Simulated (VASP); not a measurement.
The system is Hf2Sc.

```
Hf Sc
1.0
     3.88413    0.00000    0.00000
    -1.94206    3.36375    0.00000
     0.00000    0.00000    4.19382
Hf Sc
2 1
Direct
  0.33333 0.66667 0.50000
  0.66667 0.33333 0.50000
  0.00000 0.00000 0.00000
```

* Program: VASP 6.6.1
* Task: relaxation of cell and atoms
* Functional: PBE
* Potentials or basis: VASP PAW PBE potentials, release 64 (Hf_pv, Sc_sv)
* Cutoff: 600 eV
* k mesh: 6 × 6 × 4
* Occupations: gaussian, width 0.1 eV
* Spin: no spin polarisation

At the start: pressure 47.5 GPa; volume 18.26 Å³/atom.

Q: How do energy, volume and symmetry change on relaxing?

A: Over 14 steps the energy falls by 2147.1 meV/atom and the volume is 22.43 Å³/atom (+22.8 %); space group P6/mmm (No. 191, to 0.05 Å).

The path:
```
step  energy change (eV)  largest force (eV/Å)  pressure (GPa)  volume (Å³)
   1              0.0000                0.0000           47.45        54.79
   2             -3.2030                0.0000          -14.51       106.25
   3             -4.2964                0.0000           -5.23        82.15
   4             -4.2987                0.0000           -6.03        83.30
   5             -5.7024                0.0000           -6.05        75.87
   6              8.2121                0.0000          141.20        46.27
   7             -5.9647                0.0000           -5.62        74.18
   8             -6.2657                0.0000            3.77        64.74
   9             -6.4288                0.0000           -1.90        68.85
  10             -6.4376                0.0000           -1.17        68.18
  11             -6.4374                0.0000           -0.76        67.83
  12             -6.4390                0.0000            0.93        66.55
  13             -6.4403                0.0000            0.24        67.06
  14             -6.4412                0.0000           -0.02        67.29
```

Final structure:
```
Hf Sc
1.0
     5.00426    0.00000    0.00000
    -2.50213    4.33382    0.00000
     0.00000    0.00000    3.10251
Hf Sc
2 1
Direct
  0.33333 0.66667 0.50000
  0.66667 0.33333 0.50000
  0.00000 0.00000 0.00000
```

Caveat: the k points lie up to 0.51 Å⁻¹ apart in the final cell; the volume moved by over 15 % at a fixed basis, so the end points are rough.
